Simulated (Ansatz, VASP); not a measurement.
**TlCl in VASP and in Ansatz**

INCAR

```
ALGO = Normal
EDIFF = 1E-6
ENCUT = 500
GGA = PE
GGA_COMPAT = False
ISIF = 2
ISMEAR = 0
IVDW = 12
LASPH = True
LCHARG = True
LELF = True
LREAL = False
LVHAR = True
LWAVE = False
NBANDS = 17
NELM = 120
PREC = Accurate
SIGMA = 0.02
```

Contents of KPOINTS:

```
k-points
0
Gamma
  8 8 8
```

Contents of POSCAR:

```
TlCl
1.0
    3.7542496493      0.0000000000      0.0000000000
    0.0000000000      3.7542496493      0.0000000000
    0.0000000000      0.0000000000      3.7542496493
Tl Cl
1 1
Direct
    0.0000000000      0.0000000000      0.0000000000
    0.5000000000      0.5000000000      0.5000000000
```

Input for Ansatz:

```yaml
crystal:
  lattice:
    - [3.7542496493, 0.0, 0.0]
    - [0.0, 3.7542496493, 0.0]
    - [0.0, 0.0, 3.7542496493]
  atoms:
    - { symbol: Tl, position: [0.0, 0.0, 0.0] }
    - { symbol: Cl, position: [0.5, 0.5, 0.5] }
basis:
  ecutwfc: 420
kpoints:
  mp_grid: { grid: [8, 8, 8] }
hamiltonian:
  xc: pbe
  dispersion: d3bj
scf:
  occupations: { method: gaussian, width: 0.02 }
output:
  forces: true
  stress: true
  eigenvalues: true
```

Alike in both runs: task single point; functional PBE; dispersion D3(BJ); k mesh 8 × 8 × 8; occupations gaussian, width 0.02 eV; no spin polarisation.

|  | VASP | Ansatz |
| --- | --- | --- |
| version | VASP 6.6.1 | Ansatz 0.2.0 |
| potentials or method | VASP PAW PBE potentials, release 64 (Tl_d, Cl), cutoff 500 eV | scalar-relativistic, plane waves, PAW |
| valence electrons in the cell | 20 | 20 |

|  | VASP | Ansatz | Ansatz less VASP |
| --- | --- | --- | --- |
| gap on the k mesh at the Fermi level (eV) | 1.91 | 1.91 | -0.008 |
| least direct gap on the mesh (eV) | 1.91 | 1.91 | -0.008 |
| pressure (GPa) | 1.7 | 1.8 | +0.08 |

Neither program's run includes spin-orbit coupling.
